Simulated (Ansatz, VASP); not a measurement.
One calculation of CdSe, two programs

File POSCAR:

```
CdSe
1.0
    4.4059624121      0.0000000000      0.0000000000
   -2.2029812060      3.8156753770      0.0000000000
    0.0000000000      0.0000000000      6.8398200000
Cd Se
2 2
Direct
    0.6666666667      0.3333333333      0.0000000000
    0.3333333333      0.6666666667      0.5000000000
    0.6666666667      0.3333333333      0.3750000000
    0.3333333333      0.6666666667      0.8750000000
```

INCAR.step1

```
PREC = Accurate ; ENCUT = 520
ISMEAR = 0 ; SIGMA = 0.05
LREAL = False ; LASPH = True
NELM = 80 ; NBANDS = 26
GGA = PE ; ALGO = Normal
EDIFF = 1E-4 ; LWAVE = True
LCHARG = False
```

The input INCAR.step2:

```
PREC = Accurate ; ENCUT = 520
EDIFF = 1E-7 ; ISMEAR = 0
SIGMA = 0.05 ; LREAL = False
LASPH = True ; NELM = 80
ALGO = Normal ; ISIF = 2
LWAVE = False ; LCHARG = False
METAGGA = R2SCAN ; LMIXTAU = True
NBANDS = 26 ; ISTART = 1
```

The input KPOINTS:

```
regular mesh
0
Gamma
  6 6 4
```

Input for Ansatz:

```yaml
crystal:
  lattice:
    - [4.4059624121, 0.0, 0.0]
    - [-2.202981206, 3.815675377, 0.0]
    - [0.0, 0.0, 6.83982]
  atoms:
    - { symbol: Cd, position: [0.6666666667, 0.3333333333, 0.0] }
    - { symbol: Cd, position: [0.3333333333, 0.6666666667, 0.5] }
    - { symbol: Se, position: [0.6666666667, 0.3333333333, 0.375] }
    - { symbol: Se, position: [0.3333333333, 0.6666666667, 0.875] }
basis:
  ecutwfc: 500
kpoints:
  mp_grid: { grid: [6, 6, 4] }
hamiltonian:
  xc: r2scan
scf:
  occupations: { method: gaussian, width: 0.05 }
output:
  forces: true
  stress: true
  eigenvalues: true
```

Change from the starting cell: strain +0.025 along x and y, -0.025 along z, atoms carried along.

Alike in both runs: task single point; functional r2SCAN; k mesh 6 × 6 × 4; occupations gaussian, width 0.05 eV; no spin polarisation.

```csv
,VASP,Ansatz
version,VASP 6.6.1,Ansatz 0.2.0
potentials or method,"VASP PAW PBE potentials, release 64 (Cd, Se), cutoff 520 eV","scalar-relativistic, plane waves, PAW"
valence electrons in the cell,36,72
```

|  | VASP | Ansatz | Ansatz less VASP |
| --- | --- | --- | --- |
| gap on the k mesh at the Fermi level (eV) | 1.10 | 1.12 | +0.012 |
| least direct gap on the mesh (eV) | 1.10 | 1.12 | +0.012 |
| pressure (GPa) | 0.7 | 0.5 | -0.25 |
| traceless stress, the component that is largest in VASP (GPa) | 3.40 | 3.32 | -0.076 |
| rms of the force components (eV/Å) | 0.266 | 0.259 | -0.0075 |

VASP's potentials were made for PBE, not for r2SCAN. Atom by atom the forces differ by 0.007 eV/Å (rms over components). With one functional, cell and mesh, what is left measures potentials, basis and numerics. VASP's potentials hold 36 valence electrons a cell and Ansatz's 72, so a difference there can come from the potentials and not from the codes.
